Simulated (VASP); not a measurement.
Set up this calculation in VASP 6.6.1, as the native input.

* Task: single point
* Functional: PBE
* Potentials or basis: VASP PAW PBE potentials, release 64 (Co)
* Cutoff: 520 eV
* k mesh: 12 × 12 × 7
* Occupations: fermi-dirac, width 0.05 eV
* Spin: collinear spin, ferromagnetic start
* Starting moments: [2.0, 2.0] μB
* Fixed moment: 4 μB
* Dipole correction: no
* Further INCAR settings: ALGO = Fast; EDIFF = 1e-07; NBANDS = 20

The structure of Co lies in POSCAR:

```
Co
1.0
    2.4719999032      0.0000000000      0.0000000000
   -1.2359999516      2.1408147143      0.0000000000
    0.0000000000      0.0000000000      4.0211440800
Co
2
Direct
    0.6666666667      0.3333333333      0.7500000000
    0.3333333333      0.6666666667      0.2500000000
```

The input as run:

INCAR

```
  ALGO = Fast
  EDIFF = 1E-7
  ENCUT = 520
  GGA = PE
  ISIF = 2
  ISMEAR = -1
  ISPIN = 2
  LASPH = T
  LCHARG = T
  LELF = T
  LMAXMIX = 4
  LORBIT = 11
  LREAL = F
  LVHAR = T
  LWAVE = F
  MAGMOM = 2 2
  NBANDS = 20
  NELM = 150
  NUPDOWN = 4.0
  PREC = Accurate
  SIGMA = 0.05
```

KPOINTS

```
k-points
0
Gamma
  12 12 7
```

Potentials or basis: VASP PAW PBE potentials, release 64 (Co).

Command:

```bash
$ cat potpaw_PBE.64/Co/POTCAR > POTCAR
$ mpirun -np 1 vasp_std > vasp.out
```

It gave:

The pressure is 12.6 GPa, the net moment is 4.00 μB per cell and the site moments are Co +1.99 μB. The valence electrons inside the program's atomic spheres are Co 8.30.

Caveat: the total moment is fixed, so each spin has its own Fermi level.

Run time: 37 s on 1 thread of AMD EPYC 9R45 96-Core Processor (Zen 5) (shared host), peak memory 0.14 GiB.
